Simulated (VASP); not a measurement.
# LiNbO3 (R-3c) in VASP: a series of runs, part 2 of 3

VASP 6.6.1. Earlier steps stand in the parts before.

### Step 5. Single point, PBE

This run uses another cell than the first one, of the same volume but with other edges.

The input, INCAR:

```
PREC = Accurate
ENCUT = 520
EDIFF = 1E-6
ISMEAR = 0
SIGMA = 0.05
LREAL = F
LASPH = T
NELM = 80
ALGO = Normal
ISIF = 2
LWAVE = F
LCHARG = T
GGA = PE
LELF = T
LVHAR = T
NBANDS = 45
```

The input, KPOINTS:

```
Automatic mesh
0
Gamma
  6 6 6
```

The input, POSCAR:

```
LiNbO3
1.0
    2.8131840873      1.6241925901      3.9628386510
   -2.8131840873      1.6241925901      3.9628386510
    0.0000000000     -3.2483851801      3.9628386510
Li Nb O
2 2 6
Direct
    0.2500000000      0.2500000000      0.2500000000
    0.7500000000      0.7500000000      0.7500000000
    0.0000000000      0.0000000000      0.0000000000
    0.5000000000      0.5000000000      0.5000000000
    0.1111894848      0.3888105152      0.7500000000
    0.7500000000      0.1111894848      0.3888105152
    0.3888105152      0.7500000000      0.1111894848
    0.8888105152      0.6111894848      0.2500000000
    0.2500000000      0.8888105152      0.6111894848
    0.6111894848      0.2500000000      0.8888105152
```

Potentials or basis: VASP PAW PBE potentials, release 64 (Li_sv, Nb_sv, O).

Run with:

```
cat potpaw_PBE.64/Li_sv/POTCAR potpaw_PBE.64/Nb_sv/POTCAR potpaw_PBE.64/O/POTCAR > POTCAR
mpirun -np 1 vasp_std > vasp.out
```

OUTCAR:

```text
PREC = Accurate
   ENCUT = 520
   EDIFF = 1E-6
   ISMEAR = 0
   LREAL = F
   LASPH = T
   NELM = 80
   ISIF = 2
   GGA = PE

 ion  position               nearest neighbor table
   1  0.250  0.250  0.250-   9 2.03  10 2.03   8 2.03
   2  0.750  0.750  0.750-   6 2.03   7 2.03   5 2.03
   3  0.000  0.000  0.000-   6 2.06   9 2.06   8 2.06   5 2.06   7 2.06  10 2.06
   4  0.500  0.500  0.500-   7 2.06  10 2.06   8 2.06   5 2.06   9 2.06   6 2.06
   5  0.111  0.389  0.750-   2 2.03   3 2.06   4 2.06
   6  0.750  0.111  0.389-   2 2.03   3 2.06   4 2.06
   7  0.389  0.750  0.111-   2 2.03   4 2.06   3 2.06
   8  0.889  0.611  0.250-   1 2.03   3 2.06   4 2.06
   9  0.250  0.889  0.611-   1 2.03   3 2.06   4 2.06
  10  0.611  0.250  0.889-   1 2.03   4 2.06   3 2.06

  LATTYP: Found a trigonal (rhomboedric) cell.
 ALAT       =     5.1240703013
 COS(alpha) =     0.3971682178

  Lattice vectors:

 A1 = (   2.8131840873,   1.6241925901,   3.9628386510)
 A2 = (  -2.8131840873,   1.6241925901,   3.9628386510)
 A3 = (   0.0000000000,  -3.2483851801,   3.9628386510)

Analysis of symmetry for initial positions (statically):
=====================================================================
 Subroutine PRICEL returns:
 Original cell was already a primitive cell.

 Routine SETGRP: Setting up the symmetry group for a
 trigonal (rhombohedral) supercell.

 Subroutine GETGRP returns: Found 12 space group operations
 (whereof  6 operations were pure point group operations)
 out of a pool of 12 trial point group operations.

The static configuration has the point symmetry S_6 .
 The point group associated with its full space group is D_3d.

Analysis of symmetry for dynamics (positions and initial velocities):
=====================================================================
 Subroutine PRICEL returns:
 Original cell was already a primitive cell.

 Routine SETGRP: Setting up the symmetry group for a
 trigonal (rhombohedral) supercell.

 Subroutine GETGRP returns: Found 12 space group operations
 (whereof  6 operations were pure point group operations)
 out of a pool of 12 trial point group operations.

The dynamic configuration has the point symmetry S_6 .
 The point group associated with its full space group is D_3d.

 Subroutine INISYM returns: Found 12 space group operations
 (whereof  6 operations are pure point group operations),
 and found     1 'primitive' translations

----------------------------------------------------------------------------------------

                                     Primitive cell

  volume of cell :     108.6409

  direct lattice vectors                    reciprocal lattice vectors
     2.813184087  1.624192590  3.962838651     0.177734547  0.102615089  0.084114788
    -2.813184087  1.624192590  3.962838651    -0.177734547  0.102615089  0.084114788
     0.000000000 -3.248385180  3.962838651     0.000000000 -0.205230177  0.084114788

  length of vectors
     5.124070301  5.124070301  5.124070301     0.221798835  0.221798835  0.221798835

  position of ions in fractional coordinates (direct lattice)
     0.250000000  0.250000000  0.250000000
     0.750000000  0.750000000  0.750000000
[... 74 lines left out ...]
 [... further k-points ...]
   k-points           NKPTS =     32   k-points in BZ     NKDIM =     32   number of bands    NBANDS=     45
   number of dos      NEDOS =    301   number of ions     NIONS =     10
   total plane-waves  NPLWV =  64000
   dimension x,y,z NGX =    40 NGY =   40 NGZ =   40
   dimension x,y,z NGXF=    80 NGYF=   80 NGZF=   80
   ions per type =               2   2   6
   NGX,Y,Z   is equivalent  to a cutoff of  12.98, 12.98, 12.98 a.u.
   NGXF,Y,Z  is equivalent  to a cutoff of  25.96, 25.96, 25.96 a.u.
 SYSTEM =  unknown system
   PREC   = accura    normal or accurate (medium, high low for compatibility)
   ISTART =      0    job   : 0-new  1-cont  2-samecut
   ICHARG =      2    charge: 1-file 2-atom 10-const
   ISPIN  =      1    spin polarized calculation?
   LNONCOLLINEAR =      F non collinear calculations
   LSORBIT =      F    spin-orbit coupling
   LASPH  =      T    aspherical Exc in radial PAW
   ENCUT  =  520.0 eV  38.22 Ry    6.18 a.u.   9.53  9.53  9.53*2*pi/ulx,y,z
   NELM   =     80;   NELMIN=  2; NELMDL= -5     # of ELM steps
   EDIFF  = 0.1E-05   stopping-criterion for ELM
   LREAL  =      F    real-space projection
   EDIFFG = 0.1E-04   stopping-criterion for IOM
   NSW    =      0    number of steps for IOM
   IBRION =     -1    ionic relax: 0-MD 1-quasi-New 2-CG
   NFREE  =      0    steps in history (QN), initial steepest desc. (CG)
   ISIF   =      2    stress and relaxation
   ISYM   =      2    0-nonsym 1-usesym 2-fastsym
   POTIM  = 0.5000    time-step for ionic-motion
   TEBEG  =    0.0;   TEEND  =   0.0 temperature during run
   PSTRESS=    0.0 pullay stress
   NELECT =      68.0000    total number of electrons
   NUPDOWN=      -1.0000    fix difference up-down
   EMIN   =  10.00;   EMAX   =-10.00  energy-range for DOS
   EFERMI =   0.00;   METHOD = LEGACY
   ISMEAR =     0;   SIGMA  =   0.05  broadening in eV -4-tet -1-fermi 0-gaus
   EFERMI_NEDOS =   21; number of points for ismear=-14 and -15
   IALGO  =     38    algorithm
   IMIX   =      4    mixing-type and parameters
     AMIX     =   0.40;   BMIX     =  1.00
     AMIX_MAG =   1.60;   BMIX_MAG =  1.00
  volume/ion in A,a.u.               =      10.86        73.31
  Fermi-wavevector in a.u.,A,eV,Ry     =   1.400383  2.646339 26.681995  1.961071
  Thomas-Fermi vector in A             =   2.523349
   LORBIT       =      0    0 simple, 1 ext, 2 COOP (PROOUT), +10 PAW based schemes
   GGA     = PE    functional components
   LHFCALC =     F    Hartree Fock is set to
   AEXX    =    0.0000 exact exchange contribution
   IVDW    =     0    specifies the selected vdW correction
   LEPSILON=     F    determine dielectric tensor
   LRPA    =     F    only Hartree local field effects (RPA)
 non-spin polarized calculation
 Gauss-broadening in eV      SIGMA  =   0.05
  energy-cutoff  :      520.00
  volume of cell :      108.64
 maximum number of plane-waves:      2967
 NGX is ok and might be reduce to    40

 number of electron      67.9999983 magnetization

 Free energy of the ion-electron system (eV)
  ---------------------------------------------------
  ext. energy  EPLUGINS =         0.00000000
  ---------------------------------------------------
  free energy    TOTEN  =       -77.36838760 eV

  energy without entropy =      -77.36838760  energy(sigma->0) =      -77.36838760

 E-fermi :   4.4590     XC(G=0): -10.7929

 val. band max:        4.2381282314   @ k =   0.0000   0.0000   0.0000
 cond. band min:       5.4387616304   @ k =   0.0000   0.0000   0.0000
 fundamental gap:      1.2006333990
 Fermi energy:         4.4590248972

 k-point     1 :       0.0000    0.0000    0.0000
  band No.  band energies     occupation
      1     -51.2140      2.00000
      2     -51.2023      2.00000
      3     -39.4309      2.00000
      4     -39.4291      2.00000
      5     -27.3395      2.00000
      6     -27.2801      2.00000
[... 1141 lines left out ...]
     44      12.3641      0.00000
     45      13.3468      0.00000

 [... further k-points ...]

------------------------ aborting loop because EDIFF is reached ----------------------------------------

  FORCE on cell =-STRESS in cart. coord.  units (eV):
  Direction    XX          YY          ZZ          XY          YZ          ZX
  --------------------------------------------------------------------------------------
  -------------------------------------------------------------------------------------
  Total      -15.8529028    -15.8529028     10.8121344      0.0000000      0.0000000     -0.0000000
  in kB     -233.7900702   -233.7900702    159.4515334      0.0000000      0.0000000     -0.0000000
  external PRESSURE =    -102.7095356 kB  Pullay stress =       0.0000000 kB

 VOLUME and BASIS-vectors are now :
 -----------------------------------------------------------------------------
  energy-cutoff  :      520.00
  volume of cell :      108.64
      direct lattice vectors                 reciprocal lattice vectors
     2.813184087  1.624192590  3.962838651     0.177734547  0.102615089  0.084114788
    -2.813184087  1.624192590  3.962838651    -0.177734547  0.102615089  0.084114788
     0.000000000 -3.248385180  3.962838651     0.000000000 -0.205230177  0.084114788

 POSITION                                       TOTAL-FORCE (eV/Angst)
 -----------------------------------------------------------------------------------
      0.00000      0.00000      2.97213         0.000000      0.000000     -0.000000
      0.00000      0.00000      8.91639         0.000000     -0.000000     -0.000000
      0.00000      0.00000      0.00000         0.000000     -0.000000     -0.000000
      0.00000      0.00000      5.94426         0.000000      0.000000     -0.000000
     -0.78100     -1.62419      4.95355         1.284950      0.000000      0.000000
      1.79709      0.13573      4.95355        -0.642475      1.112799     -0.000000
     -1.01609      1.48846      4.95355        -0.642475     -1.112799     -0.000000
      0.78100      1.62419      6.93497        -1.284950      0.000000     -0.000000
     -1.79709     -0.13573      6.93497         0.642475     -1.112799     -0.000000
      1.01609     -1.48846      6.93497         0.642475      1.112799     -0.000000
 -----------------------------------------------------------------------------------
    total drift:                               -0.000000      0.000000     -0.000000

  FREE ENERGIE OF THE ION-ELECTRON SYSTEM (eV)
  ---------------------------------------------------
  free  energy   TOTEN  =       -77.3683876044 eV

  energy  without entropy=      -77.3683876044  energy(sigma->0) =      -77.36838760
```

Wall time 3.6 min (1 thread of Intel Xeon Platinum 8488C (Sapphire Rapids), shared host); peak memory 0.31 GiB.

Results:

- Free energy: -77.3684 eV
- Largest force: 1.285 eV/Å
- Band gap on the k mesh: 1.20 eV

Forces in eV/Å, atoms in the order of the input:
```
Li   0.000  0.000  0.000
Li   0.000  0.000  0.000
Nb   0.000  0.000  0.000
Nb   0.000  0.000  0.000
O    1.285  0.000  0.000
O   -0.642  1.113  0.000
O   -0.642 -1.113  0.000
O   -1.285  0.000  0.000
O    0.642 -1.113  0.000
O    0.642  1.113  0.000
```

Caveat: the cutoff is under 1.25 times the usual one of these potentials, so pressure, stress and relaxed cells hold a basis-set (Pulay) error; forces of over 1 eV/Å act on the atoms, so gaps and moduli don't describe the material at rest. A k mesh can miss the band edges.

[end of part 2 of 3]
